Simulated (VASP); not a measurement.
# Ce2CoH (P6_3/mmc) in VASP: relaxation of cell and atoms with PBE

Aim: the relaxation of cell and atoms of Ce2CoH with PBE.

Everything below comes from runs of VASP 6.6.1. Logs are shortened: lines on timing, memory, paths and dates and some standing lists are left out, and cuts for length are marked.

## 1. The cell of the first run

It takes space group P6_3/mmc (No. 194, hexagonal). Conventional cell: a = 3.881 Å, b = 3.881 Å, c = 11.969 Å, α = 90.00°, β = 90.00°, γ = 120.00°. Co (site symmetry -3m) has 6 Ce at 2.58 Å within 3.4 Å. Ce (site symmetry 3m) has 1 H at 1.70 Å within 2.3 Å. Within 2.3 Å of H (site symmetry -6m2) lie 2 Ce at 1.70 Å.

## 2. Relaxation of cell and atoms, PBE, collinear spin, ferrimagnetic start

The input, INCAR:

```
SYSTEM = Ce2CoH
ALGO = Normal
EDIFF = 1E-7
EDIFFG = -0.01
ENCUT = 600
GGA = PE
GGA_COMPAT = .False.
IBRION = 2
ISIF = 3
ISMEAR = -1
ISPIN = 2
KPAR = 4
LASPH = .True.
LCHARG = .False.
LMAXMIX = 6
LORBIT = 11
LREAL = .False.
LWAVE = .False.
MAGMOM = -0.17 -0.17 0.51 0.51 0.51 0.51 0 0
NELM = 200
NELMIN = 4
NSW = 60
PREC = Accurate
SIGMA = 0.0127
```

The input, KPOINTS:

```
k-points
0
Gamma
  5 5 2
  0 0 0
```

The input, POSCAR:

```
Ce2CoH
1.0
    1.9404160200      3.3608950500      0.0000000000
   -1.9404160200      3.3608950500      0.0000000000
    0.0000000000      0.0000000000     11.9687293000
Co Ce H
2 4 2
Direct
    0.0000000000      0.0000000000      0.0000000000
    0.0000000000      0.0000000000      0.5000000000
    0.3333300000      0.3333400000      0.1077000000
    0.6666600000      0.6666700000      0.6077000000
    0.3333300000      0.3333400000      0.3923000000
    0.6666700000      0.6666700000      0.8923000000
    0.3333300000      0.3333400000      0.2500000000
    0.6666600000      0.6666700000      0.7500000000
```

Potentials or basis: VASP PAW PBE potentials, release 64 (Co, Ce, H).

Run with:

```sh
cat potpaw_PBE.64/Co/POTCAR potpaw_PBE.64/Ce/POTCAR potpaw_PBE.64/H/POTCAR > POTCAR
mpirun -np 4 vasp_std > vasp.out
```

OUTCAR:

```text
SYSTEM = Ce2CoH
   EDIFF = 1E-7
   EDIFFG = -0.01
   ENCUT = 600
   GGA = PE
   IBRION = 2
   ISIF = 3
   ISMEAR = -1
   ISPIN = 2
   LASPH = .True.
   LORBIT = 11
   LREAL = .False.
   NELM = 200
   NELMIN = 4
   NSW = 60
   PREC = Accurate

 ion  position               nearest neighbor table
   1  0.000  0.000  0.000-   6 2.58   3 2.58   3 2.58   6 2.58   6 2.58   3 2.58
   2  0.000  0.000  0.500-   4 2.58   5 2.58   5 2.58   4 2.58   4 2.58   5 2.58
   3  0.333  0.333  0.108-   7 1.70   1 2.58   1 2.58   1 2.58
   4  0.667  0.667  0.608-   8 1.70   2 2.58   2 2.58   2 2.58
   5  0.333  0.333  0.392-   7 1.70   2 2.58   2 2.58   2 2.58
   6  0.667  0.667  0.892-   8 1.70   1 2.58   1 2.58   1 2.58
   7  0.333  0.333  0.250-   3 1.70   5 1.70
   8  0.667  0.667  0.750-   4 1.70   6 1.70

  LATTYP: Found a hexagonal cell.
 ALAT       =     3.8808285028
 C/A-ratio  =     3.0840655008

  Lattice vectors:

 A1 = (   1.9404160200,  -3.3608950500,   0.0000000000)
 A2 = (   1.9404160200,   3.3608950500,   0.0000000000)
 A3 = (   0.0000000000,   0.0000000000,  11.9687293000)

Analysis of symmetry for initial positions (statically):
=====================================================================
 Subroutine PRICEL returns:
 Original cell was already a primitive cell.

 Routine SETGRP: Setting up the symmetry group for a
 hexagonal supercell.

 Subroutine GETGRP returns: Found  1 space group operations
 (whereof  1 operations were pure point group operations)
 out of a pool of 24 trial point group operations.

The static configuration has the point symmetry C_1 .

Analysis of symmetry for dynamics (positions and initial velocities):
=====================================================================
 Subroutine PRICEL returns:
 Original cell was already a primitive cell.

 Routine SETGRP: Setting up the symmetry group for a
 hexagonal supercell.

 Subroutine GETGRP returns: Found  1 space group operations
 (whereof  1 operations were pure point group operations)
 out of a pool of 24 trial point group operations.

The dynamic configuration has the point symmetry C_1 .

Analysis of structural, dynamic, and magnetic symmetry:
=====================================================================
[... 166 lines left out ...]
  ext. energy  EPLUGINS =         0.00000000
  ---------------------------------------------------
  free energy    TOTEN  =       -40.32787198 eV

  energy without entropy =      -40.32096078  energy(sigma->0) =      -40.32441638

 E-fermi :   7.3509     XC(G=0): -10.4925

 val. band max:        7.3321924569   @ k =   0.0000   0.0000   0.0000
 cond. band min:       7.3555041826   @ k =   0.2000   0.2000   0.0000
 fundamental gap:      0.0233117256
 Fermi energy:         7.3508821882

 spin component 1

 k-point     1 :       0.0000    0.0000    0.0000
  band No.  band energies     occupation
      1     -27.2039      1.00000
      2     -27.0821      1.00000
      3     -26.9833      1.00000
      4     -26.8523      1.00000
      5     -11.5812      1.00000
      6     -10.6379      1.00000
[... 2148 lines left out ...]
--------------------------------------- Ionic step        2  -------------------------------------------

 number of electron      67.9999999 magnetization       1.0892808

------------------------ aborting loop EDIFF was not reached (unconverged)  ----------------------------

  FORCE on cell =-STRESS in cart. coord.  units (eV):
  Direction    XX          YY          ZZ          XY          YZ          ZX
  --------------------------------------------------------------------------------------
  -------------------------------------------------------------------------------------
  Total       -1.2054436     -1.1224982     -1.7939638     -0.1284772      0.0941325      0.0876010
  in kB       -9.3251862     -8.6835294    -13.8779170     -0.9938865      0.7281994      0.6776720
  external PRESSURE =     -10.6288776 kB  Pullay stress =       0.0000000 kB
[... 65 lines left out ...]
  FREE ENERGIE OF THE ION-ELECTRON SYSTEM (eV)
  ---------------------------------------------------
  free  energy   TOTEN  =       -44.1808082723 eV

  energy  without entropy=      -44.1663226958  energy(sigma->0) =      -44.17356548

[... ionic steps 4 to 9 ...]

--------------------------------------- Ionic step       10  -------------------------------------------

 number of electron      67.9999974 magnetization       1.1337773

------------------------ aborting loop because EDIFF is reached ----------------------------------------
[... 79 lines left out ...]
--------------------------------------- Ionic step       12  -------------------------------------------

 number of electron      67.9999973 magnetization       1.1310113

 Free energy of the ion-electron system (eV)
  ---------------------------------------------------
  ext. energy  EPLUGINS =         0.00000000
  ---------------------------------------------------
  free energy    TOTEN  =       -44.21275131 eV

  energy without entropy =      -44.19882676  energy(sigma->0) =      -44.20578903

 E-fermi :   5.4627     XC(G=0):  -9.3108

 val. band max:        5.4555699450   @ k =   0.2000   0.4000   0.5000
 cond. band min:       5.4628176844   @ k =   0.0000   0.0000   0.0000
 fundamental gap:      0.0072477394
 Fermi energy:         5.4627224382

 spin component 1

 k-point     1 :       0.0000    0.0000    0.0000
  band No.  band energies     occupation
      1     -29.2740      1.00000
      2     -29.2495      1.00000
      3     -29.1676      1.00000
      4     -29.1066      1.00000
      5     -12.5187      1.00000
      6     -12.3987      1.00000
[... 2142 lines left out ...]
  FREE ENERGIE OF THE ION-ELECTRON SYSTEM (eV)
  ---------------------------------------------------
  free  energy   TOTEN  =       -44.2127513067 eV

  energy  without entropy=      -44.1988267602  energy(sigma->0) =      -44.20578903

 reached required accuracy - stopping structural energy minimisation

 total charge

# of ion       s       p       d       f       tot
--------------------------------------------------
    1        0.648   0.297   7.456   0.000   8.401
    2        0.649   0.294   7.456   0.000   8.398
    3        2.087   5.643   0.991   1.009   9.731
    4        2.087   5.644   0.988   1.003   9.723
    5        2.088   5.643   0.992   1.003   9.726
    6        2.087   5.644   0.986   1.011   9.728
    7        0.551   0.003   0.000   0.000   0.554
    8        0.551   0.003   0.000   0.000   0.555
--------------------------------------------------
tot         10.749  23.172  18.869   4.026  56.816

 magnetization (x)

# of ion       s       p       d       f       tot
--------------------------------------------------
    1       -0.003   0.035  -0.180   0.000  -0.149
    2        0.000  -0.005   0.011   0.000   0.006
    3        0.000   0.000   0.051   0.501   0.552
    4        0.000  -0.001   0.021   0.175   0.196
    5       -0.000   0.001  -0.011  -0.226  -0.236
    6        0.000  -0.000   0.056   0.516   0.571
    7       -0.001   0.000   0.000   0.000  -0.001
    8       -0.004   0.000   0.000   0.000  -0.003
--------------------------------------------------
tot         -0.007   0.030  -0.053   0.966   0.936
```

CONTCAR:

```text
Ce2CoH
   1.00000000000000
     1.9751626705771372    3.4210761344838780    0.0000123458964619
    -1.9751586720067629    3.4210738216225840    0.0000061009698483
     0.0000216203252047    0.0000372855548177   14.5859366500809227
  Co              Ce              H
     2     4     2
Direct
     0.0000007304758398    0.0000030054040427    0.0000992922499912
     0.9999970156405477    0.0000030930904554    0.4999222860949377
     0.3333294188343736    0.3333381110446547    0.0974950247933733
     0.6666613914578992    0.6666688738719635    0.5980148694370651
     0.3333318909337044    0.3333379492004355    0.4023341440950929
     0.6666715490820140    0.6666684134345128    0.9021343009133994
     0.3333300096835909    0.3333401005486142    0.2504213864031937
     0.6666579938920244    0.6666704534053309    0.7495786960129467

  0.00000000E+00  0.00000000E+00  0.00000000E+00
  0.00000000E+00  0.00000000E+00  0.00000000E+00
  0.00000000E+00  0.00000000E+00  0.00000000E+00
  0.00000000E+00  0.00000000E+00  0.00000000E+00
  0.00000000E+00  0.00000000E+00  0.00000000E+00
  0.00000000E+00  0.00000000E+00  0.00000000E+00
  0.00000000E+00  0.00000000E+00  0.00000000E+00
  0.00000000E+00  0.00000000E+00  0.00000000E+00
```

Wall time 51 min (4 MPI ranks of Intel Xeon 6975P-C (Granite Rapids), shared host); peak memory 0.65 GiB.

What came out:

```
Free energy                                           : -44.2128 eV
Relaxed volume                                        : 24.64 Å³/atom
Relaxed cell                                          : a = 3.950 Å, b = 3.950 Å, c = 14.586 Å, α = 90.00°, β = 90.00°, γ = 60.00°
Space group after relaxing (to 0.05 Å)                : P6_3/mmc (No. 194)
Energy gained by relaxing                             : 485.6 meV/atom
Ionic steps                                           : 12
Pressure after relaxing                               : 0.0 GPa
Largest force after relaxing                          : 0.007 eV/Å
Net moment                                            : 1.13 μB per cell
Site moments                                          : Co -0.15, +0.01; Ce +0.55, +0.20, -0.24, +0.57; H -0.00 μB
Valence electrons inside the program's atomic spheres : Co 8.40; Ce 9.73, 9.72; H 0.55, 0.56
```

Forces in eV/Å, atoms in the order of the input:
```
Co   0.000  0.000 -0.003
Co   0.000  0.000  0.003
Ce   0.000  0.000  0.004
Ce   0.000  0.000  0.003
Ce   0.000  0.000  0.000
Ce   0.000  0.000 -0.007
H    0.000  0.000  0.001
H    0.000  0.000 -0.001
```

The path:
| step | energy change (eV) | largest force (eV/Å) | pressure (GPa) | volume (Å³) |
| --- | --- | --- | --- | --- |
| 1 | 0.0000 | 2.5013 | 17.47 | 156.11 |
| 2 | -3.8166 | 0.3359 | -1.06 | 207.11 |
| 3 | -3.8529 | 0.3103 | -1.02 | 201.42 |
| 4 | -3.8527 | 0.3106 | -0.82 | 200.47 |
| 5 | -3.8798 | 0.0335 | 0.18 | 196.69 |
| 6 | -3.8802 | 0.0192 | 0.31 | 196.21 |
| 7 | -3.8844 | 0.0150 | 0.05 | 197.12 |
| 8 | -3.8847 | 0.0160 | -0.03 | 197.41 |
| 9 | -3.8847 | 0.0156 | -0.04 | 197.43 |
| 10 | -3.8848 | 0.0169 | -0.02 | 197.30 |
| 11 | -3.8848 | 0.0181 | 0.01 | 197.11 |
| 12 | -3.8849 | 0.0068 | -0.01 | 197.12 |

Final structure:
```cif
data_structure
_symmetry_space_group_name_H-M 'P 1'
_symmetry_Int_Tables_number 1
_cell_length_a 3.9503
_cell_length_b 3.9503
_cell_length_c 14.5859
_cell_angle_alpha 90.000
_cell_angle_beta 90.000
_cell_angle_gamma 60.000
_cell_volume 197.12
loop_
_atom_site_label
_atom_site_type_symbol
_atom_site_fract_x
_atom_site_fract_y
_atom_site_fract_z
_atom_site_occupancy
Co1 Co 0.00000 0.00000 0.00010 1
Co2 Co 0.00000 0.00000 0.49992 1
Ce1 Ce 0.33333 0.33334 0.09749 1
Ce2 Ce 0.66666 0.66667 0.59801 1
Ce3 Ce 0.33333 0.33334 0.40233 1
Ce4 Ce 0.66667 0.66667 0.90213 1
H1 H 0.33333 0.33334 0.25042 1
H2 H 0.66666 0.66667 0.74958 1
```

Caveat: the k points lie up to 0.37 Å⁻¹ apart in the final cell; the magnetic or orbital state may not be the lowest; the electronic state changed during the relaxation; the volume moved by over 15 % at a fixed basis, so the end points are rough; spin-orbit coupling is left out, which moves the levels of the heavy elements; without U or exact exchange the open f shell lies at the Fermi level, which spoils levels, moments and volumes. The state reached can hang on the start; a lower one may exist.
